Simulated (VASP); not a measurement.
W: single point with PBE

The system is W.

```
W
1.0
    -1.39055    1.39055    2.08582
     1.39055   -1.39055    2.08582
     1.39055    1.39055   -2.08582
W
1
Direct
  0.00000 0.00000 0.00000
```

This cell differs from its parent crystal: ratio of the length along z to the lengths across it x 1.5, volume and fractional coordinates fixed.

```yaml
Program: VASP 6.6.1
Task: single point
Functional: PBE
Potentials_or_basis: VASP PAW PBE potentials, release 64 (W_sv)
Cutoff: 500 eV
k_mesh: 30 × 30 × 30
Occupations: gaussian, width 0.15 eV
Spin: no spin polarisation
```

- Pressure: 6.2 GPa
- Band gap on the k mesh: zero (bands 7 and 8 overlap by 4.04 eV)

Stress tensor (GPa, compression positive):
```
 2.19  0.00  0.00
 0.00  2.19  0.00
 0.00  0.00 14.22
```

Levels at points of the mesh, in eV from the Fermi level:
```csv
k point,band 5,band 6,band 7,band 8,band 9,band 10
"(0.00, 0.00, 0.00)",-9.18,-1.20,-0.37,-0.37,1.87,3.12
"(0.50, 0.00, 0.00)",-5.79,-1.33,-0.45,0.60,4.82,5.28
"(0.50, 0.50, 0.00)",-5.68,-4.74,3.45,4.90,5.31,6.31
"(0.50, 0.50, 0.50)",-5.74,-4.63,2.28,5.13,5.76,5.76
```

It took 3 min on 1 thread of AMD EPYC 9R45 96-Core Processor (Zen 5), on a shared host, peak memory 0.43 GiB.

Caveat: the cell stands under pressure; spin-orbit coupling is left out, which moves the levels of the heavy elements.
